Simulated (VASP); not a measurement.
Here is a VASP 6.6.1 calculation.

Contents of INCAR:

```
SYSTEM = BaS
PREC     = Accurate       ! precision mode
ENCUT    = 520            ! plane-wave cutoff, eV
EDIFF    = 1E-6           ! SCF threshold, eV
ISMEAR   = 0              ! smearing method
SIGMA    = 0.05           ! smearing width, eV
LREAL    = .False.        ! projectors in reciprocal space
LASPH    = .True.         ! aspherical terms in the spheres
NELM     = 60             ! most SCF steps
ALGO     = Normal         ! electronic algorithm
ISIF     = 2              ! what is computed and relaxed
LWAVE    = .False.        ! write WAVECAR
LCHARG   = .False.        ! write CHGCAR
GGA      = PS             ! functional
NBANDS   = 15             ! bands
```

The input KPOINTS:

```
Automatic mesh
0
Gamma
  10 10 10
  0 0 0
```

Contents of POSCAR:

```
BaS
1.0
    0.0000000000      3.2142043034      3.2142043034
    3.2142043034      0.0000000000      3.2142043034
    3.2142043034      3.2142043034      0.0000000000
Ba S
1 1
Direct
    0.5000000000      0.5000000000      0.5000000000
    0.0000000000      0.0000000000      0.0000000000
```

Potentials or basis: VASP PAW PBE potentials, release 64 (Ba_sv, S).

Run with:

```sh
$ cat potpaw_PBE.64/Ba_sv/POTCAR potpaw_PBE.64/S/POTCAR > POTCAR
$ mpirun -np 1 vasp_std > vasp.out
```

(1) Estimate the pressure.

(2) Predict the band gap on the k mesh.

Results:

(1) -1.3 GPa.

(2) 2.02 eV, indirect (least direct gap 2.17 eV).

Caveat: the PAW data sets were made with another functional, which shifts forces and pressure a little; spin-orbit coupling is left out, which moves the levels of the heavy elements.
